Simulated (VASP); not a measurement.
# Cs (P-1) in VASP: further runs

Cs is run at these levels: PBE; tasks: single point.

All numbers are computed with VASP 6.6.1; they aren't measurements. Logs are shortened: lines on timing, memory, paths and dates and some standing lists are left out, and cuts for length are marked.

## 1. The cell of the first run

The typed cell holds 1 atom: a = 5.557 Å, b = 5.529 Å, c = 5.516 Å, α = 61.24°, β = 61.49°, γ = 60.91°.

## 2. Single point, PBE

INCAR reads:

```
ALGO = Normal
EDIFF = 1E-7
ENCUT = 520
GGA = PE
ISIF = 2
ISMEAR = -1
LASPH = True
LCHARG = False
LREAL = False
LWAVE = False
NBANDS = 10
NELM = 60
PREC = Accurate
SIGMA = 0.01
```

KPOINTS reads:

```
k-points
0
Gamma
  4 4 4
```

POSCAR reads:

```
Cs
1.0
   -0.0830200000      3.9091570000      3.9483260000
    3.8927700000     -0.0612560000      3.9265620000
    3.9027100000      3.8973340000     -0.0711970000
Cs
1
Direct
    0.0037580000      0.0101000000     -0.0040670000
```

Potentials or basis: VASP PAW PBE potentials, release 64 (Cs_sv).

Launch:

```bash
$ cat potpaw_PBE.64/Cs_sv/POTCAR > POTCAR
$ mpirun -np 1 vasp_std > vasp.out
```

OUTCAR:

```text
EDIFF = 1E-7
   ENCUT = 520
   GGA = PE
   ISIF = 2
   ISMEAR = -1
   LASPH = True
   LREAL = False
   NELM = 60
   PREC = Accurate

 ion  position               nearest neighbor table
   1  0.004  0.010  0.996-

  LATTYP: Found a triclinic cell.
 ALAT       =     9.6737156691
 B/A-ratio  =     0.5815826596
 C/A-ratio  =     1.7110930884
 COS(alpha) =     0.0001158119
 COS(beta)  =     0.4720023658
 COS(gamma) =     0.8709971114

  Lattice vectors:

 A1 = (  -3.9126500000,  -7.8559240000,   4.0689560000)
 A2 = (  -0.0099400000,  -3.9585900000,   3.9977590000)
 A3 = ( -15.6739800000,  -3.7629990000,  -3.7624040000)

Analysis of symmetry for initial positions (statically):
=====================================================================
 Subroutine PRICEL returns:
 Original cell was already a primitive cell.

 Routine SETGRP: Setting up the symmetry group for a
 triclinic supercell.

 Subroutine GETGRP returns: Found  2 space group operations
 (whereof  1 operations were pure point group operations)
 out of a pool of  2 trial point group operations.

The static configuration has the point symmetry C_1 .
 The point group associated with its full space group is S_2 .

Analysis of symmetry for dynamics (positions and initial velocities):
=====================================================================
 Subroutine PRICEL returns:
 Original cell was already a primitive cell.

 Routine SETGRP: Setting up the symmetry group for a
 triclinic supercell.

 Subroutine GETGRP returns: Found  2 space group operations
 (whereof  1 operations were pure point group operations)
 out of a pool of  2 trial point group operations.

The dynamic configuration has the point symmetry C_1 .
 The point group associated with its full space group is S_2 .

 Subroutine INISYM returns: Found  2 space group operations
 (whereof  1 operations are pure point group operations),
 and found     1 'primitive' translations

----------------------------------------------------------------------------------------

                                     Primitive cell

  volume of cell :     123.1040

  direct lattice vectors                    reciprocal lattice vectors
    -0.083020000  3.909157000  3.948326000    -0.124275096  0.126733375  0.125182678
     3.892770000 -0.061256000  3.926562000     0.127260402 -0.125123958  0.126558535
     3.902710000  3.897334000 -0.071197000     0.126652303  0.127501196 -0.123573261

  length of vectors
     5.556768753  5.529493622  5.515924824     0.217201176  0.218788202  0.218100233

[... 84 lines left out ...]
   ISIF   =      2    stress and relaxation
   ISYM   =      2    0-nonsym 1-usesym 2-fastsym
   POTIM  = 0.5000    time-step for ionic-motion
   TEBEG  =    0.0;   TEEND  =   0.0 temperature during run
   PSTRESS=    0.0 pullay stress
   NELECT =       9.0000    total number of electrons
   NUPDOWN=      -1.0000    fix difference up-down
   EMIN   =  10.00;   EMAX   =-10.00  energy-range for DOS
   EFERMI =   0.00;   METHOD = LEGACY
   ISMEAR =    -1;   SIGMA  =   0.01  broadening in eV -4-tet -1-fermi 0-gaus
   EFERMI_NEDOS =   21; number of points for ismear=-14 and -15
   IALGO  =     38    algorithm
   IMIX   =      4    mixing-type and parameters
     AMIX     =   0.40;   BMIX     =  1.00
     AMIX_MAG =   1.60;   BMIX_MAG =  1.00
  volume/ion in A,a.u.               =     123.10       830.75
  Fermi-wavevector in a.u.,A,eV,Ry     =   0.684539  1.293591  6.375606  0.468594
  Thomas-Fermi vector in A             =   1.764221
   LORBIT       =      0    0 simple, 1 ext, 2 COOP (PROOUT), +10 PAW based schemes
   GGA     = PE    functional components
   LHFCALC =     F    Hartree Fock is set to
   AEXX    =    0.0000 exact exchange contribution
   IVDW    =     0    specifies the selected vdW correction
   LEPSILON=     F    determine dielectric tensor
   LRPA    =     F    only Hartree local field effects (RPA)
 non-spin polarized calculation
  energy-cutoff  :      520.00
  volume of cell :      123.10
 maximum number of plane-waves:      3331
 NGX is ok and might be reduce to    42
   NGX = 21   NGY = 21   NGZ = 21

 number of electron       9.0000000 magnetization

 Free energy of the ion-electron system (eV)
  ---------------------------------------------------
  ext. energy  EPLUGINS =         0.00000000
  ---------------------------------------------------
  free energy    TOTEN  =        -0.81800835 eV

  energy without entropy =       -0.81697809  energy(sigma->0) =       -0.81749322

 E-fermi :   0.4406     XC(G=0):  -5.2335

 val. band max:        0.3272991027   @ k =   0.5000   0.5000   0.5000
 cond. band min:       0.4545144954   @ k =  -0.2500  -0.2500   0.2500
 fundamental gap:      0.1272153927
 Fermi energy:         0.4406092704

 k-point     1 :       0.0000    0.0000    0.0000
  band No.  band energies     occupation
      1     -23.5916      2.00000
      2     -10.3470      2.00000
      3     -10.3459      2.00000
      4     -10.3435      2.00000
      5      -1.3164      2.00000
      6       2.6278      0.00000
      7       2.6686      0.00000
      8       2.8045      0.00000
      9       3.7018      0.00000
     10       3.7565      0.00000
[... 287 lines left out ...]
 k-point    24 :       0.2500   -0.2500    0.2500
  band No.  band energies     occupation
      1     -23.5865      2.00000
      2     -10.4300      2.00000
      3     -10.3910      2.00000
      4     -10.3744      2.00000
      5       0.4787      0.04353
      6       1.2779      0.00000
      7       1.8986      0.00000
      8       2.9742      0.00000
      9       3.6443      0.00000
     10       4.4871      0.00000

 [... further k-points ...]

------------------------ aborting loop because EDIFF is reached ----------------------------------------

  FORCE on cell =-STRESS in cart. coord.  units (eV):
  Direction    XX          YY          ZZ          XY          YZ          ZX
  --------------------------------------------------------------------------------------
  -------------------------------------------------------------------------------------
  Total       -0.0735467     -0.0787937     -0.0561865      0.0241269      0.0140129      0.0181065
  in kB       -0.9571978     -1.0254869     -0.7312574      0.3140078      0.1823751      0.2356524
  external PRESSURE =      -0.9046474 kB  Pullay stress =       0.0000000 kB

 VOLUME and BASIS-vectors are now :
 -----------------------------------------------------------------------------
  energy-cutoff  :      520.00
  volume of cell :      123.10
      direct lattice vectors                 reciprocal lattice vectors
    -0.083020000  3.909157000  3.948326000    -0.124275096  0.126733375  0.125182678
     3.892770000 -0.061256000  3.926562000     0.127260402 -0.125123958  0.126558535
     3.902710000  3.897334000 -0.071197000     0.126652303  0.127501196 -0.123573261

 POSITION                                       TOTAL-FORCE (eV/Angst)
 -----------------------------------------------------------------------------------
      3.92584      3.89556     -0.01641         0.000000     -0.000000      0.000000
 -----------------------------------------------------------------------------------
    total drift:                               -0.000001      0.000001      0.000000

  FREE ENERGIE OF THE ION-ELECTRON SYSTEM (eV)
  ---------------------------------------------------
  free  energy   TOTEN  =        -0.8180083470 eV

  energy  without entropy=       -0.8169780889  energy(sigma->0) =       -0.81749322
```

OSZICAR:

```text
N       E                     dE             d eps       ncg     rms          rms(c)
DAV:   1     0.538634472432E+02    0.53863E+02   -0.28809E+03   720   0.622E+02
DAV:   2     0.438068682642E+01   -0.49483E+02   -0.47920E+02   970   0.106E+02
DAV:   3    -0.742006117572E+00   -0.51227E+01   -0.51172E+01   818   0.412E+01
DAV:   4    -0.815793389528E+00   -0.73787E-01   -0.73766E-01   980   0.582E+00
DAV:   5    -0.816148669575E+00   -0.35528E-03   -0.35526E-03   974   0.366E-01    0.119E-01
DAV:   6    -0.816888931341E+00   -0.74026E-03   -0.11459E-03  1020   0.165E-01    0.812E-02
DAV:   7    -0.817920945695E+00   -0.10320E-02   -0.28355E-03   826   0.266E-01    0.315E-02
DAV:   8    -0.818008200658E+00   -0.87255E-04   -0.10839E-04   846   0.636E-02    0.374E-03
DAV:   9    -0.818008942707E+00   -0.74205E-06   -0.33011E-06  1170   0.937E-03    0.227E-03
DAV:  10    -0.818008304289E+00    0.63842E-06   -0.37573E-07   860   0.342E-03    0.327E-04
DAV:  11    -0.818008347018E+00   -0.42729E-07   -0.75423E-09   566   0.594E-04
   1 F= -.81800835E+00 E0= -.81749322E+00  d E =-.103026E-02
```

It took 69 s on 1 thread of Intel Xeon 6975P-C, shared host; peak memory 0.25 GiB.

What came out:

| Quantity | Value |
| --- | --- |
| Free energy | -0.8180 eV |
| Pressure | -0.1 GPa |

Caveat: spin-orbit coupling is left out, which moves the levels of the heavy elements.

## 3. Single point, PBE

INCAR reads:

```
SYSTEM = Cs
  PREC = Accurate
  ENCUT = 520
  EDIFF = 1E-6
  ISMEAR = -1
  SIGMA = 0.005
  LREAL = .False.
  LASPH = .True.
  NELM = 80
  ALGO = Normal
  ISIF = 2
  LWAVE = .False.
  LCHARG = .True.
  GGA = PE
  LELF = .True.
  LVHAR = .True.
  NBANDS = 10
```

KPOINTS reads:

```
regular mesh
0
Gamma
  4 4 4
  0 0 0
```

POSCAR is that of step 2.

Potentials or basis: VASP PAW PBE potentials, release 64 (Cs_sv).

Launch:

```bash
$ cat potpaw_PBE.64/Cs_sv/POTCAR > POTCAR
$ mpirun -np 1 vasp_std > vasp.out
```

Run time: 64 s. Hardware: 1 thread of Intel Xeon 6975P-C, shared host; peak memory 0.25 GiB.

Results (log left out):

- Free energy: -0.8175 eV
- Pressure: -0.1 GPa

Levels at points of the mesh, in eV from the Fermi level:
```csv
k point,band 1,band 2,band 3,band 4,band 5,band 6,band 7,band 8,band 9
"(0.00, 0.00, 0.00)",-24.04,-10.80,-10.80,-10.79,-1.77,2.18,2.22,2.35,3.25
"(0.50, 0.00, 0.00)",-24.04,-10.90,-10.81,-10.81,-0.20,0.52,2.07,2.22,3.94
"(0.00, 0.50, 0.00)",-24.04,-10.90,-10.81,-10.81,-0.18,0.54,2.04,2.22,3.96
"(0.50, 0.50, 0.00)",-24.04,-10.90,-10.84,-10.83,0.15,0.92,1.14,3.61,3.78
"(0.00, 0.00, 0.50)",-24.04,-10.90,-10.81,-10.81,-0.19,0.53,2.08,2.19,3.92
"(0.50, 0.00, 0.50)",-24.04,-10.90,-10.84,-10.83,0.17,0.91,1.19,3.54,3.76
"(0.00, 0.50, 0.50)",-24.04,-10.90,-10.84,-10.83,0.17,0.91,1.18,3.60,3.72
"(0.50, 0.50, 0.50)",-24.04,-10.91,-10.82,-10.81,-0.12,0.62,2.05,2.10,4.02
```

Caveat: spin-orbit coupling is left out, which moves the levels of the heavy elements.
